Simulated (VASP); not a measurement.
Input of a VASP 6.6.1 run:

POSCAR

```
ScAlN2
1.0
    1.5335008295      0.8853671167      4.9640571603
   -1.5335008295      0.8853671167      4.9640571603
    0.0000000000     -1.7707342334      4.9640571603
Sc Al N
1 1 2
Direct
    1.0000000000      0.0000000000      0.0000000000
    0.5000000000      0.5000000000      0.5000000000
    0.2433103314      0.2433103314      0.2433103314
    0.7566896686      0.7566896686      0.7566896686
```

The input INCAR.step1:

```
PREC     = Accurate       # precision mode
ENCUT    = 520            # plane-wave cutoff, eV
ISMEAR   = 0              # smearing method
SIGMA    = 0.01           # smearing width, eV
LREAL    = F              # projectors in reciprocal space
LASPH    = T              # aspherical terms in the spheres
NELM     = 60             # most SCF steps
NBANDS   = 20             # bands
GGA      = PE             # functional
ALGO     = Normal         # electronic algorithm
EDIFF    = 1E-4           # SCF threshold, eV
LWAVE    = T              # write WAVECAR
LCHARG   = F              # write CHGCAR
```

INCAR.step2

```
PREC     = Accurate       # precision mode
ENCUT    = 520            # plane-wave cutoff, eV
EDIFF    = 1E-6           # SCF threshold, eV
ISMEAR   = 0              # smearing method
SIGMA    = 0.01           # smearing width, eV
LREAL    = F              # projectors in reciprocal space
LASPH    = T              # aspherical terms in the spheres
NELM     = 60             # most SCF steps
ALGO     = Normal         # electronic algorithm
ISIF     = 2              # what is computed and relaxed
LWAVE    = F              # write WAVECAR
LCHARG   = F              # write CHGCAR
METAGGA  = R2SCAN         # meta-GGA
LMIXTAU  = T            
NBANDS   = 20             # bands
ISTART   = 1
```

File KPOINTS:

```
regular mesh
0
Gamma
  8 8 8
```

Potentials or basis: VASP PAW PBE potentials, release 64 (Sc_sv, Al, N).

Run with:

```bash
$ cat potpaw_PBE.64/Sc_sv/POTCAR potpaw_PBE.64/Al/POTCAR potpaw_PBE.64/N/POTCAR > POTCAR
$ cp INCAR.step1 INCAR
$ mpirun -np 1 vasp_std > vasp.out
$ cp INCAR.step2 INCAR
$ mpirun -np 1 vasp_std > vasp.out
```

Q: Predict the pressure.

A: -5.9 GPa.

Q: Predict the band gap on the k mesh.

A: 1.22 eV, indirect (least direct gap 3.09 eV).

Stress tensor (GPa, compression positive):
```
-5.90  0.00  0.00
 0.00 -5.90  0.00
 0.00  0.00 -5.75
```

Caveat: the PAW data sets were made with another functional, which shifts forces and pressure a little. A k mesh can miss the band edges.
